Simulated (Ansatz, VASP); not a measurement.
# One calculation of SrY2, two programs

```
Sr Y
1.0
     5.79223    0.00000    0.00000
     0.00000    5.79223    0.00000
     0.00000    0.00000    5.79223
Sr Y
2 4
Cartesian
  0.0000 0.0000 0.0000
  2.8961 2.8961 2.8961
  1.4481 1.4481 1.4481
  1.4481 4.3442 4.3442
  4.3442 4.3442 1.4481
  4.3442 1.4481 4.3442
```

Alike in both runs: task single point; functional r2SCAN; k mesh 4 × 4 × 4; occupations gaussian, width 0.1 eV; no spin polarisation.

|  | VASP | Ansatz |
| --- | --- | --- |
| version | VASP 6.6.1 | Ansatz 0.2.0 |
| potentials or method | VASP PAW PBE potentials, release 64 (Sr_sv, Y_sv), cutoff 520 eV | scalar-relativistic, plane waves, PAW |
| valence electrons in the cell | 64 | 64 |

|  | VASP | Ansatz | Ansatz less VASP |
| --- | --- | --- | --- |
| gap on the k mesh at the Fermi level (eV) | none | none | - |
| pressure (GPa) | 6.0 | 5.7 | -0.28 |

VASP's potentials were made for PBE, not for r2SCAN. A gap of «none» marks a metal or a gap that the smearing closes.
